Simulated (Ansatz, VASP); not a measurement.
**Two plane-wave programs on WS2**

File INCAR:

```
  PREC = Accurate
  ENCUT = 520
  EDIFF = 1E-7
  ISMEAR = 0
  SIGMA = 0.01
  LREAL = False
  LASPH = True
  NELM = 100
  ALGO = Normal
  ISIF = 2
  LWAVE = False
  LCHARG = True
  GGA = PE
  LELF = True
  LVHAR = True
  NBANDS = 64
```

KPOINTS

```
regular mesh
0
Gamma
  3 3 3
```

POSCAR

```
WS2
1.0
    3.1877473235     -5.5213403259      0.0000000000
    6.3754946469      0.0000000000      0.0000000000
    3.1877473235     -1.8404467753      7.4744493329
W S
4 8
Direct
    0.4993225508      0.9993225508      0.0020323476
    0.9993225508      0.9993225508      0.0020323476
    0.4993225508      0.4993225508      0.0020323476
    0.9993225508      0.4993225508      0.0020323476
    0.0959257293      0.5959257293      0.2122228121
    0.5959257293      0.5959257293      0.2122228121
    0.0959257293      0.0959257293      0.2122228121
    0.5959257293      0.0959257293      0.2122228121
    0.2360517199      0.7360517199      0.7918448403
    0.7360517199      0.7360517199      0.7918448403
    0.2360517199      0.2360517199      0.7918448403
    0.7360517199      0.2360517199      0.7918448403
```

Input for Ansatz:

```yaml
crystal:
  lattice:
    - [3.1877473365, -5.5213403485, 0.0]
    - [6.375494673, 0.0, 0.0]
    - [3.1877473365, -1.8404467828, 7.4744489262]
  atoms:
    - { symbol: W, position: [0.4993225508, 0.9993225508, 0.0020323476] }
    - { symbol: W, position: [0.9993225508, 0.9993225508, 0.0020323476] }
    - { symbol: W, position: [0.4993225508, 0.4993225508, 0.0020323476] }
    - { symbol: W, position: [0.9993225508, 0.4993225508, 0.0020323476] }
    - { symbol: S, position: [0.0959257252, 0.5959257252, 0.2122228244] }
    - { symbol: S, position: [0.5959257252, 0.5959257252, 0.2122228244] }
    - { symbol: S, position: [0.0959257252, 0.0959257252, 0.2122228244] }
    - { symbol: S, position: [0.5959257252, 0.0959257252, 0.2122228244] }
    - { symbol: S, position: [0.236051724, 0.736051724, 0.791844828] }
    - { symbol: S, position: [0.736051724, 0.736051724, 0.791844828] }
    - { symbol: S, position: [0.236051724, 0.236051724, 0.791844828] }
    - { symbol: S, position: [0.736051724, 0.236051724, 0.791844828] }
basis:
  ecutwfc: 420
  xc_grid: 2
kpoints:
  mp_grid: { grid: [3, 3, 3], shift: [0.0, 0.0, 0.0] }
hamiltonian:
  xc: pbe
scf:
  occupations: { method: gaussian, width: 0.01 }
output:
  forces: true
  stress: true
  eigenvalues: true
  write_density: true
  write_potential: true
  elf: true
  volumetric_format: npy
```

Alike in both runs: task single point; functional PBE; k mesh 3 × 3 × 3; occupations gaussian, width 0.01 eV; no spin polarisation.

|  | VASP | Ansatz |
| --- | --- | --- |
| version | VASP 6.6.1 | Ansatz 0.2.0 |
| potentials or method | VASP PAW PBE potentials, release 64 (W_sv, S), cutoff 520 eV | scalar-relativistic, plane waves, PAW |
| valence electrons in the cell | 104 | 104 |

VASP gave:

| Quantity | Value |
| --- | --- |
| gap on the k mesh at the Fermi level (eV) | 1.73 |
| least direct gap on the mesh (eV) | 1.81 |
| pressure (GPa) | 0.0 |
| rms of the force components (eV/Å) | 0.004 |

Problem. Estimate Ansatz's values.

Solution. gap on the k mesh at the Fermi level (eV): 1.72; least direct gap on the mesh (eV): 1.81; pressure (GPa): 0.0; rms of the force components (eV/Å): 0.002.

Atom by atom the forces differ by 0.002 eV/Å (rms over components).

Spin-orbit coupling is off throughout.
